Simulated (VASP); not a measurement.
Sn2Te3Se, 6 atoms in the cell. The structure is trigonal, space group R-3m (No. 166). Conventional cell: a = 7.938 Å, b = 7.938 Å, c = 10.969 Å, α = 90.00°, β = 90.00°, γ = 120.00°. Within 4.0 Å of Sn (site symmetry 3m) lie 3 Te at 3.05 Å and 1 Sn at 3.30 Å and 1 Se at 3.83 Å. Within 4.0 Å of Te (site symmetry 2/m) lie 2 Se at 2.93 Å and 2 Sn at 3.05 Å and 4 Te at 3.97 Å. Se (site symmetry -3m) has 6 Te at 2.93 Å and 2 Sn at 3.83 Å within 3.9 Å. The cell was generated, and may not be a known phase.

```yaml
Program: VASP 6.6.1
Task: single point
Functional: PBE
Potentials_or_basis: VASP PAW PBE potentials, release 64 (Sn_d, Te, Se)
Cutoff: 520 eV
k_mesh: 6 × 6 × 6
Occupations: gaussian, width 0.1 eV
Spin: no spin polarisation
Dipole_correction: no
Further_INCAR_settings: ALGO = Normal; EDIFF = 1e-06; NBANDS = 35
```

Potentials or basis: VASP PAW PBE potentials, release 64 (Sn_d, Te, Se).

Command:

```console
$ cat potpaw_PBE.64/Sn_d/POTCAR potpaw_PBE.64/Te/POTCAR potpaw_PBE.64/Se/POTCAR > POTCAR
$ mpirun -np 1 vasp_std > vasp.out
```

Hardware: 1 thread of Intel Xeon 8259CL (shared host).

Question: How long does it take, and how much memory?

Answer: Run time: 11 min on 1 thread of Intel Xeon 8259CL, with other jobs on the host, peak memory 0.45 GiB. Counts: scf iterations 13, k points 32.
